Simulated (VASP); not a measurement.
# Ru (P6_3/mmc) in VASP: notebook

Ru is run at these levels: PBEsol; tasks: single point.

Everything below comes from runs of VASP 6.6.1. Logs are shortened: lines on timing, memory, paths and dates and some standing lists are left out, and cuts for length are marked.

### 1 The cell of the first run

The structure is hexagonal, space group P6_3/mmc (No. 194). The conventional cell has a = 2.745 Å, b = 2.745 Å, c = 4.410 Å, α = 90.00°, β = 90.00°, γ = 120.00°. Within 3.6 Å of Ru (site symmetry -6m2) lie 12 Ru at 2.72 to 2.74 Å.

### 2 Single point, PBEsol (volume 14.387 Å^3 an atom, c/a of the conventional cell 1.6066)

File INCAR:

```
PREC = Accurate
ENCUT = 520
EDIFF = 1E-6
ISMEAR = 0
SIGMA = 0.15
LREAL = F
LASPH = T
NELM = 100
ALGO = Fast
ISIF = 2
LWAVE = F
LCHARG = F
GGA = PS
NBANDS = 21
```

File KPOINTS:

```
Automatic mesh
0
Gamma
  21 21 12
```

File POSCAR:

```
Ru
1.0
    2.7448626328      0.0000000000      0.0000000000
   -1.3724313164      2.3771207700      0.0000000000
    0.0000000000      0.0000000000      4.4098963059
Ru
2
Direct
    0.3333333333      0.6666666667      0.2500000000
    0.6666666667      0.3333333333      0.7500000000
```

Potentials or basis: VASP PAW PBE potentials, release 64 (Ru_pv).

On the command line:

```console
$ cat potpaw_PBE.64/Ru_pv/POTCAR > POTCAR
$ mpirun -np 1 vasp_std > vasp.out
```

OUTCAR:

```text
PREC = Accurate
   ENCUT = 520
   EDIFF = 1E-6
   ISMEAR = 0
   LREAL = F
   LASPH = T
   NELM = 100
   ISIF = 2
   GGA = PS

 ion  position               nearest neighbor table
   1  0.333  0.667  0.250-   2 2.72   2 2.72   2 2.72   2 2.72   2 2.72   2 2.72
   2  0.667  0.333  0.750-   1 2.72   1 2.72   1 2.72   1 2.72   1 2.72   1 2.72

  LATTYP: Found a hexagonal cell.
 ALAT       =     2.7448626328
 C/A-ratio  =     1.6066000000

  Lattice vectors:

 A1 = (   2.7448626328,   0.0000000000,   0.0000000000)
 A2 = (  -1.3724313164,   2.3771207700,   0.0000000000)
 A3 = (   0.0000000000,   0.0000000000,   4.4098963059)

Analysis of symmetry for initial positions (statically):
=====================================================================
 Subroutine PRICEL returns:
 Original cell was already a primitive cell.

 Routine SETGRP: Setting up the symmetry group for a
 hexagonal supercell.

 Subroutine GETGRP returns: Found 24 space group operations
 (whereof 12 operations were pure point group operations)
 out of a pool of 24 trial point group operations.

The static configuration has the point symmetry D_3d.
 The point group associated with its full space group is D_6h.

Analysis of symmetry for dynamics (positions and initial velocities):
=====================================================================
 Subroutine PRICEL returns:
 Original cell was already a primitive cell.

 Routine SETGRP: Setting up the symmetry group for a
 hexagonal supercell.

 Subroutine GETGRP returns: Found 24 space group operations
 (whereof 12 operations were pure point group operations)
 out of a pool of 24 trial point group operations.

The dynamic configuration has the point symmetry D_3d.
 The point group associated with its full space group is D_6h.

 Subroutine INISYM returns: Found 24 space group operations
 (whereof 12 operations are pure point group operations),
 and found     1 'primitive' translations

----------------------------------------------------------------------------------------

                                     Primitive cell

  volume of cell :      28.7740

  direct lattice vectors                    reciprocal lattice vectors
     2.744862633  0.000000000  0.000000000     0.364316956  0.210338493  0.000000000
    -1.372431316  2.377120770  0.000000000     0.000000000  0.420676986  0.000000000
     0.000000000  0.000000000  4.409896306     0.000000000  0.000000000  0.226762702

  length of vectors
     2.744862633  2.744862633  4.409896306     0.420676986  0.420676986  0.226762702

  position of ions in fractional coordinates (direct lattice)
     0.333333333  0.666666667  0.250000000
     0.666666667  0.333333333  0.750000000

  ion indices of the primitive-cell ions
   primitive index   ion index
                 1           1
                 2           2

----------------------------------------------------------------------------------------

 KPOINTS: Automatic mesh

Automatic generation of k-mesh.
 Grid dimensions read from file:
 generate k-points for:   21   21   12

 Generating k-lattice:

  Cartesian coordinates                     Fractional coordinates (reciprocal lattice)
     0.017348426  0.010016119  0.000000000     0.047619048  0.000000000  0.000000000
     0.000000000  0.020032237  0.000000000     0.000000000  0.047619048  0.000000000
     0.000000000  0.000000000  0.018896892     0.000000000  0.000000000  0.083333333

  Length of vectors
     0.020032237  0.020032237  0.018896892

  Shift w.r.t. Gamma in fractional coordinates (k-lattice)
     0.000000000  0.000000000  0.000000000

 Subroutine IBZKPT returns following result:
 ===========================================

 Found    336 irreducible k-points:

 Following reciprocal coordinates:
            Coordinates               Weight
  0.000000  0.000000  0.000000      1.000000
  0.047619  0.000000  0.000000      6.000000
  0.095238  0.000000  0.000000      6.000000
  0.142857  0.000000  0.000000      6.000000
  0.190476  0.000000  0.000000      6.000000
  0.238095  0.000000  0.000000      6.000000
[... 16 lines left out ...]
  0.142857  0.095238  0.000000     12.000000
  0.190476  0.095238  0.000000     12.000000
 [... further k-points ...]
   k-points           NKPTS =    336   k-points in BZ     NKDIM =    336   number of bands    NBANDS=     21
   number of dos      NEDOS =    301   number of ions     NIONS =      2
   total plane-waves  NPLWV =  14400
   dimension x,y,z NGX =    20 NGY =   20 NGZ =   36
   dimension x,y,z NGXF=    40 NGYF=   40 NGZF=   72
   ions per type =               2
   NGX,Y,Z   is equivalent  to a cutoff of  12.11, 12.11, 13.57 a.u.
   NGXF,Y,Z  is equivalent  to a cutoff of  24.23, 24.23, 27.14 a.u.
 SYSTEM =  unknown system
   PREC   = accura    normal or accurate (medium, high low for compatibility)
   ISTART =      0    job   : 0-new  1-cont  2-samecut
   ICHARG =      2    charge: 1-file 2-atom 10-const
   ISPIN  =      1    spin polarized calculation?
   LNONCOLLINEAR =      F non collinear calculations
   LSORBIT =      F    spin-orbit coupling
   LASPH  =      T    aspherical Exc in radial PAW
   ENCUT  =  520.0 eV  38.22 Ry    6.18 a.u.   5.10  5.10  8.20*2*pi/ulx,y,z
   NELM   =    100;   NELMIN=  2; NELMDL= -5     # of ELM steps
   EDIFF  = 0.1E-05   stopping-criterion for ELM
   LREAL  =      F    real-space projection
   EDIFFG = 0.1E-04   stopping-criterion for IOM
   NSW    =      0    number of steps for IOM
   IBRION =     -1    ionic relax: 0-MD 1-quasi-New 2-CG
   NFREE  =      0    steps in history (QN), initial steepest desc. (CG)
   ISIF   =      2    stress and relaxation
   ISYM   =      2    0-nonsym 1-usesym 2-fastsym
   POTIM  = 0.5000    time-step for ionic-motion
   TEBEG  =    0.0;   TEEND  =   0.0 temperature during run
   PSTRESS=    0.0 pullay stress
   NELECT =      28.0000    total number of electrons
   NUPDOWN=      -1.0000    fix difference up-down
   EMIN   =  10.00;   EMAX   =-10.00  energy-range for DOS
   EFERMI =   0.00;   METHOD = LEGACY
   ISMEAR =     0;   SIGMA  =   0.15  broadening in eV -4-tet -1-fermi 0-gaus
   EFERMI_NEDOS =   21; number of points for ismear=-14 and -15
   IALGO  =     68    algorithm
   IMIX   =      4    mixing-type and parameters
     AMIX     =   0.40;   BMIX     =  1.00
     AMIX_MAG =   1.60;   BMIX_MAG =  1.00
  volume/ion in A,a.u.               =      14.39        97.09
  Fermi-wavevector in a.u.,A,eV,Ry     =   1.622286  3.065676 35.807976  2.631812
  Thomas-Fermi vector in A             =   2.715924
   LORBIT       =      0    0 simple, 1 ext, 2 COOP (PROOUT), +10 PAW based schemes
   GGA     = PS    functional components
   LHFCALC =     F    Hartree Fock is set to
   AEXX    =    0.0000 exact exchange contribution
   IVDW    =     0    specifies the selected vdW correction
   LEPSILON=     F    determine dielectric tensor
   LRPA    =     F    only Hartree local field effects (RPA)
 non-spin polarized calculation
 RMM-DIIS sequential band-by-band and
 Gauss-broadening in eV      SIGMA  =   0.15
  energy-cutoff  :      520.00
  volume of cell :       28.77
 maximum number of plane-waves:       788
   NGX = 11   NGY = 11   NGZ = 17

 number of electron      28.0000002 magnetization

 Free energy of the ion-electron system (eV)
  ---------------------------------------------------
  ext. energy  EPLUGINS =         0.00000000
  ---------------------------------------------------
  free energy    TOTEN  =       -20.18200251 eV

  energy without entropy =      -20.16103947  energy(sigma->0) =      -20.17152099

 E-fermi :  11.6748     XC(G=0): -13.9254

 val. band max:       11.6712309041   @ k =   0.3810   0.0000   0.3333
 cond. band min:      11.6760750628   @ k =   0.3810   0.0476   0.3333
 fundamental gap:      0.0048441587
 Fermi energy:        11.6747710771

 k-point     1 :       0.0000    0.0000    0.0000
  band No.  band energies     occupation
      1     -31.7065      2.00000
      2     -30.9339      2.00000
      3     -30.9339      2.00000
      4     -30.8024      2.00000
      5     -30.8024      2.00000
      6     -30.7895      2.00000
[... 13 lines left out ...]
     20      22.0203      0.00000
     21      22.0308      0.00000

 k-point     2 :       0.0476    0.0000    0.0000
  band No.  band energies     occupation
      1     -31.7001      2.00000
      2     -30.9482      2.00000
      3     -30.9386      2.00000
      4     -30.8173      2.00000
      5     -30.8045      2.00000
      6     -30.7922      2.00000
[... 13 lines left out ...]
     20      22.0229      0.00000
     21      22.0313      0.00000

 k-point     3 :       0.0952    0.0000    0.0000
  band No.  band energies     occupation
      1     -31.6811      2.00000
      2     -30.9900      2.00000
      3     -30.9522      2.00000
      4     -30.8606      2.00000
      5     -30.8108      2.00000
      6     -30.8004      2.00000
[... 13 lines left out ...]
     20      22.0203      0.00000
     21      22.0301      0.00000

 k-point     4 :       0.1429    0.0000    0.0000
  band No.  band energies     occupation
      1     -31.6505      2.00000
      2     -31.0556      2.00000
      3     -30.9732      2.00000
      4     -30.9277      2.00000
      5     -30.8211      2.00000
      6     -30.8141      2.00000
[... 13 lines left out ...]
     20      22.0202      0.00000
     21      22.0292      0.00000

 k-point     5 :       0.1905    0.0000    0.0000
  band No.  band energies     occupation
      1     -31.6097      2.00000
      2     -31.1391      2.00000
      3     -31.0116      2.00000
      4     -30.9992      2.00000
      5     -30.8347      2.00000
      6     -30.8334      2.00000
[... 13 lines left out ...]
     20      22.0201      0.00000
     21      22.0282      0.00000
[... 382 lines left out ...]
     20      22.9375      0.00000
     21      24.1112      0.00000

 k-point    22 :       0.0952    0.0952    0.0000
  band No.  band energies     occupation
      1     -31.6327      2.00000
      2     -31.0803      2.00000
      3     -31.0197      2.00000
      4     -30.9338      2.00000
      5     -30.8360      2.00000
      6     -30.8224      2.00000
[... 13 lines left out ...]
     20      22.0202      0.00000
     21      22.0288      0.00000

 k-point    23 :       0.1429    0.0952    0.0000
  band No.  band energies     occupation
      1     -31.5928      2.00000
      2     -31.1511      2.00000
      3     -31.0862      2.00000
      4     -30.9742      2.00000
      5     -30.8558      2.00000
      6     -30.8418      2.00000
[... 13 lines left out ...]
     20      22.0201      0.00000
     21      22.0279      0.00000

 k-point    24 :       0.1905    0.0952    0.0000
  band No.  band energies     occupation
      1     -31.5447      2.00000
      2     -31.2358      2.00000
      3     -31.1588      2.00000
      4     -31.0167      2.00000
      5     -30.8765      2.00000
      6     -30.8666      2.00000
[... 13 lines left out ...]
     20      22.0207      0.00000
     21      22.0270      0.00000

 [... further k-points ...]

------------------------ aborting loop because EDIFF is reached ----------------------------------------

  FORCE on cell =-STRESS in cart. coord.  units (eV):
  Direction    XX          YY          ZZ          XY          YZ          ZX
  --------------------------------------------------------------------------------------
  -------------------------------------------------------------------------------------
  Total       -3.5403715     -3.5403715     -4.9715690      0.0000000      0.0000000      0.0000000
  in kB     -197.1329296   -197.1329297   -276.8240477      0.0000000      0.0000000      0.0000000
  external PRESSURE =    -223.6966357 kB  Pullay stress =       0.0000000 kB

 VOLUME and BASIS-vectors are now :
 -----------------------------------------------------------------------------
  energy-cutoff  :      520.00
  volume of cell :       28.77
      direct lattice vectors                 reciprocal lattice vectors
     2.744862633  0.000000000  0.000000000     0.364316956  0.210338493  0.000000000
    -1.372431316  2.377120770  0.000000000     0.000000000  0.420676986  0.000000000
     0.000000000  0.000000000  4.409896306     0.000000000  0.000000000  0.226762702

 POSITION                                       TOTAL-FORCE (eV/Angst)
 -----------------------------------------------------------------------------------
     -0.00000      1.58475      1.10247        -0.000000      0.000000      0.000000
      1.37243      0.79237      3.30742         0.000000     -0.000000      0.000000
 -----------------------------------------------------------------------------------
    total drift:                                0.000000     -0.000000      0.000000

  FREE ENERGIE OF THE ION-ELECTRON SYSTEM (eV)
  ---------------------------------------------------
  free  energy   TOTEN  =       -20.1820025064 eV

  energy  without entropy=      -20.1610394694  energy(sigma->0) =      -20.17152099
```

It took 82 s on 1 thread of Intel Xeon Platinum 8559C (Emerald Rapids), shared host; peak memory 0.26 GiB.

Results:

```
Free energy            : -20.1820 eV
Pressure               : -22.4 GPa
Band gap on the k mesh : zero (band 14 reaches 13.15 eV, above the bottom of band 15 at 10.30 eV)
```

Stress tensor (GPa, compression positive):
```
-19.71   0.00   0.00
  0.00 -19.71   0.00
  0.00   0.00 -27.68
```

Levels at points of the mesh, in eV from the Fermi level:
```
           k point  band 12  band 13  band 14  band 15  band 16  band 17
(0.00, 0.00, 0.00)    -1.79    -1.79    -1.18    -1.18     1.01     1.09
(0.00, 0.00, 0.50)    -2.50    -2.50    -2.50     0.48     0.48     0.48
```

Caveat: the PAW data sets were made with another functional, which shifts forces and pressure a little.

### 3 Single point, PBEsol (volume 14.387 Å^3 an atom, c/a of the conventional cell 1.7130)

File INCAR:

```
  ALGO = Fast
  EDIFF = 1E-7
  ENCUT = 520
  GGA = PS
  ISIF = 2
  ISMEAR = 0
  LASPH = True
  LCHARG = False
  LREAL = False
  LWAVE = False
  NBANDS = 21
  NELM = 100
  PREC = Accurate
  SIGMA = 0.15
```

File KPOINTS:

```
k-points
0
Gamma
  21 21 12
```

File POSCAR:

```
Ru
1.0
    2.6868128387      0.0000000000      0.0000000000
   -1.3434064193      2.3268481735      0.0000000000
    0.0000000000      0.0000000000      4.6025103927
Ru
2
Direct
    0.3333333333      0.6666666667      0.2500000000
    0.6666666667      0.3333333333      0.7500000000
```

Potentials or basis: VASP PAW PBE potentials, release 64 (Ru_pv).

On the command line:

```console
$ cat potpaw_PBE.64/Ru_pv/POTCAR > POTCAR
$ mpirun -np 1 vasp_std > vasp.out
```

Run time: 86 s. Hardware: 1 thread of Intel Xeon Platinum 8559C (Emerald Rapids), shared host; peak memory 0.26 GiB.

Results (log left out):

| Property | Result |
| --- | --- |
| Free energy | -20.0294 eV |
| Pressure | -20.9 GPa |
| Band gap on the k mesh | zero (band 14 reaches 13.12 eV, above the bottom of band 15 at 10.44 eV) |

Stress tensor (GPa, compression positive):
```
-10.27   0.00   0.00
  0.00 -10.27   0.00
  0.00   0.00 -42.20
```

Levels at points of the mesh, in eV from the Fermi level:
```csv
k point,band 10,band 11,band 12,band 13,band 14,band 15,band 16,band 17,band 18,band 19
"(0.00, 0.00, 0.00)",-2.33,-2.33,-1.87,-1.87,-0.72,-0.72,0.37,1.11,1.11,8.48
"(0.00, 0.00, 0.50)",-2.94,-2.35,-2.35,-2.35,-2.35,0.51,0.51,0.51,0.51,10.37
```

Caveat: the PAW data sets were made with another functional, which shifts forces and pressure a little.
